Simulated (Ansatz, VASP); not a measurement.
BaTiO3, level by level in two programs

```
Ba Ti O
1.0
     3.97295    0.00000    0.00000
     0.00000    3.97295    0.00000
     0.00000    0.00000    3.99103
Ba Ti O
1 1 3
Direct
  0.00000 0.00000 0.00000
  0.50000 0.50000 0.49000
  0.00000 0.50000 0.51700
  0.50000 0.00000 0.51700
  0.50000 0.50000 0.01900
```

Single points on this cell with VASP 6.6.1 and Ansatz 0.2.0. Each row is one pair of runs. Alike in all rows: spin: off; k mesh: 7 × 7 × 7; smearing: fermi-dirac, width 0.05 eV.

```tsv
level	VASP's potentials, cutoff	Ansatz's potentials, cutoff	gap on the k mesh at the Fermi level (eV), VASP	gap on the k mesh at the Fermi level (eV), Ansatz	least direct gap on the mesh (eV), VASP	least direct gap on the mesh (eV), Ansatz	pressure (GPa), VASP	pressure (GPa), Ansatz
BLYP+D4	VASP PAW PBE potentials, release 64 (Ba_sv, Ti_sv, O), 520 eV	Ansatz PAW, 420 eV	1.93	2.00	2.11	2.14	8.3	6.2
PBE	VASP PAW PBE potentials, release 64 (Ba_sv, Ti_sv, O), 520 eV	PseudoDojo stringent (PBE files), 1252 eV	1.91	1.99	2.09	2.14	8.0	5.7
revPBE+D4	VASP PAW PBE potentials, release 64 (Ba_sv, Ti_sv, O), 520 eV	Ansatz PAW, 420 eV	1.94	?	2.11	?	5.4	?
revPBE+D3(BJ)	VASP PAW PBE potentials, release 64 (Ba_sv, Ti_sv, O), 520 eV	Ansatz PAW, 420 eV	1.94	2.00	2.11	2.14	4.6	2.7
revPBE	VASP PAW PBE potentials, release 64 (Ba_sv, Ti_sv, O_h), 910 eV	Ansatz PAW, 420 eV	1.94	2.00	2.12	2.14	-	-
```

Problem. Fill in what Ansatz gave in row 3.

Solution. gap on the k mesh at the Fermi level (eV): 2.00; least direct gap on the mesh (eV): 2.14; pressure (GPa): 3.5.

Neither program's run includes spin-orbit coupling. Noted on VASP's runs: the cutoff is short for stress, so the pressure is rough. Noted on Ansatz's runs: odd divisions of the mesh miss points on the zone boundary, where band edges often lie, so the gap on the mesh can be too wide.
